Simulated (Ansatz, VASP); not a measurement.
One calculation of CS2, two programs

Contents of INCAR:

```
  PREC = Accurate
  ENCUT = 600
  EDIFF = 1E-6
  ISMEAR = -1
  SIGMA = 0.05
  LREAL = F
  LASPH = T
  NELM = 60
  ALGO = Normal
  ISIF = 3
  LWAVE = F
  LCHARG = F
  GGA = PE
  IVDW = 13
  IBRION = 2
  NSW = 60
  EDIFFG = -0.01
```

File KPOINTS:

```
regular mesh
0
Gamma
  6 6 3
```

Contents of POSCAR:

```
CS2
1.0
    3.6457880000     -2.9943140000      0.0000000000
    3.6457880000      2.9943140000      0.0000000000
    0.0000000000      0.0000000000      9.8512570000
S C
4 2
Direct
    0.1815210000      0.8184790000      0.8868670000
    0.3184790000      0.6815210000      0.3868670000
    0.6815210000      0.3184790000      0.6131330000
    0.8184790000      0.1815210000      0.1131330000
    0.5000000000      0.5000000000      0.5000000000
    0.0000000000      0.0000000000      0.0000000000
```

The input input.yaml:

```yaml
crystal:
  lattice:
    - [3.645788, -2.994314, 0.0]
    - [3.645788, 2.994314, 0.0]
    - [0.0, 0.0, 9.851257]
  atoms:
    - { symbol: S, position: [0.181521, 0.818479, 0.886867] }
    - { symbol: S, position: [0.318479, 0.681521, 0.386867] }
    - { symbol: S, position: [0.681521, 0.318479, 0.613133] }
    - { symbol: S, position: [0.818479, 0.181521, 0.113133] }
    - { symbol: C, position: [0.5, 0.5, 0.5] }
    - { symbol: C, position: [0.0, 0.0, 0.0] }
hamiltonian:
  xc: pbe
  pseudopotentials: { kind: paw }
  dispersion: d4
kpoints:
  mp_grid: { grid: [6, 6, 3] }
scf:
  occupations: { method: fermi_dirac, width: 0.05 }
output:
  forces: true
  stress: true
  eigenvalues: true
relax:
  f_tol: 0.01
  max_steps: 40
  cell: { stress_tol: 0.05 }
```

Alike in both runs: task relaxation of cell and atoms; functional PBE; dispersion D4; k mesh 6 × 6 × 3; occupations fermi-dirac, width 0.05 eV; no spin polarisation.

|  | VASP | Ansatz |
| --- | --- | --- |
| version | VASP 6.6.1 | Ansatz 0.2.0 |
| potentials or method | VASP PAW PBE potentials, release 64 (S, C) | Ansatz PAW |
| plane-wave cutoff (eV) | 600 | 420 |
| valence electrons in the cell | 32 | 32 |

```tsv
	VASP	Ansatz	Ansatz less VASP
gap on the k mesh at the Fermi level, each at its own relaxed structure (eV)	2.84	2.90	+0.057
relaxed volume (Å³/atom)	25.32	25.57	+0.245
relaxed cell length with the largest relative difference (Å)	9.059	9.289	+0.2301
```

Noted on VASP's run: the volume moved by over 15 % at a fixed basis, so the end points are rough. Noted on Ansatz's run: the volume moved by over 15 % at a fixed basis, so the end points are rough; odd divisions of the mesh miss points on the zone boundary, where band edges often lie, so the gap on the mesh can be too wide; the plane-wave basis is chosen anew once the cell has moved, so the energies of steps on either side of that aren't comparable.
